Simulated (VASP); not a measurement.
TiPdBr3:

```xyz
5
Lattice="4.6407 0.0000 0.0000 0.0000 4.6407 0.0000 0.0000 0.0000 4.6988" Properties=species:S:1:pos:R:3 pbc="T T T"
Ti    0.0000    0.0000    0.0000
Pd    2.3203    2.3203    2.4199
Br    2.3203    2.3203    4.5814
Br    0.0000    2.3203    2.2789
Br    2.3203    0.0000    2.2789
```

| Item | Value |
| --- | --- |
| Program | VASP 6.6.1 |
| Task | relaxation of cell and atoms |
| Functional | PBE |
| Potentials or basis | VASP PAW PBE potentials, release 64 (Ti_sv, Pd, Br) |
| Cutoff | 600 eV |
| k mesh | 4 × 4 × 4 |
| Occupations | gaussian, width 0.1 eV |
| Spin | collinear spin |
| Starting moments | [2.32, 0.0, 0.0, 0.0, 0.0] μB |

At the start: pressure 28.8 GPa; volume 20.24 Å³/atom.

Problem. How do energy, volume and symmetry change on relaxing?

Solution. Over 48 steps the energy falls by 866.0 meV/atom and the volume is 30.13 Å³/atom (+48.8 %); space group P4mm (No. 99, to 0.1 Å) before and after; moment 2.03 μB per cell.

Step by step:
```csv
step,energy change (eV),largest force (eV/Å),pressure (GPa),volume (Å³)
1,0.0000,5.2705,28.84,101.19
3,-2.7007,1.1548,2.22,132.69
5,-2.7078,1.2513,1.20,135.85
7,-2.7871,0.2911,-0.76,141.34
9,-2.8013,0.1472,0.03,138.21
11,-2.8031,0.1595,0.08,138.12
13,-2.8202,0.2628,0.00,138.50
15,-2.8781,1.0359,0.35,139.76
17,-3.0829,1.1751,0.06,139.86
19,-3.1389,2.0835,0.73,140.34
21,-3.1392,2.0884,0.73,140.35
23,-3.1402,2.1121,0.75,140.38
25,-3.1434,2.2087,0.82,140.48
27,-3.1482,2.3364,0.92,140.64
29,-3.1721,2.2787,0.88,140.79
31,-3.2647,2.0483,0.75,141.37
33,-3.5674,1.1563,0.40,143.71
35,-3.7709,0.4477,0.45,147.80
37,-4.1865,0.2023,-0.49,150.17
39,-4.3224,0.0624,-0.23,152.20
41,-4.3237,0.0610,-0.12,151.52
43,-4.3251,0.0711,0.11,150.58
45,-4.3293,0.0568,0.04,150.43
47,-4.3295,0.0500,0.03,150.38
48,-4.3300,0.0379,-0.05,150.63
```

Final structure:
```
CELL_PARAMETERS angstrom
5.29249 0.00000 0.00000
0.00000 5.29249 0.00000
0.00000 0.00000 5.37752
ATOMIC_POSITIONS crystal
Ti 0.00000 0.00000 0.29654
Pd 0.50000 0.50000 0.41677
Br 0.50000 0.50000 0.91598
Br 0.00000 0.50000 0.41535
Br 0.50000 0.00000 0.41535
```

Caveat: the volume moved by over 15 % at a fixed basis, so the end points are rough.
